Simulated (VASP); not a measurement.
Crystal: TlBr.

```
CELL_PARAMETERS angstrom
3.97000 0.00000 0.00000
0.00000 3.97000 0.00000
0.00000 0.00000 3.97000
ATOMIC_POSITIONS crystal
Tl 0.00000 0.00000 0.00000
Br 0.50000 0.50000 0.50000
```

| Property | Result |
| --- | --- |
| Program | VASP 6.6.1 |
| Task | relaxation of cell and atoms |
| Functional | PBE |
| Potentials or basis | VASP PAW PBE potentials, release 64 (Tl_d, Br) |
| Cutoff | 500 eV |
| k mesh | 8 × 8 × 8 |
| Occupations | gaussian, width 0.02 eV |
| Spin | no spin polarisation |

At the start: pressure 1.4 GPa; volume 31.29 Å³/atom.

Task: How do energy, volume and symmetry change on relaxing?

Result: Over 4 steps the energy falls by 8.0 meV/atom and the volume is 33.22 Å³/atom (+6.2 %); space group Pm-3m (No. 221, to 0.05 Å).

The path:
| step | energy change (eV) | largest force (eV/Å) | pressure (GPa) | volume (Å³) |
| --- | --- | --- | --- | --- |
| 1 | 0.0000 | 0.0000 | 1.40 | 62.57 |
| 2 | -0.0141 | 0.0000 | 0.45 | 65.07 |
| 3 | -0.0160 | 0.0000 | -0.04 | 66.58 |
| 4 | -0.0160 | 0.0000 | 0.02 | 66.44 |

Final structure:
```yaml
crystal:
  lattice:
    - [4.05018, 0.00000, 0.00000]
    - [0.00000, 4.05018, 0.00000]
    - [0.00000, 0.00000, 4.05018]
  atoms:
    - { symbol: Tl, position: [0.00000, 0.00000, 0.00000] }
    - { symbol: Br, position: [0.50000, 0.50000, 0.50000] }
```
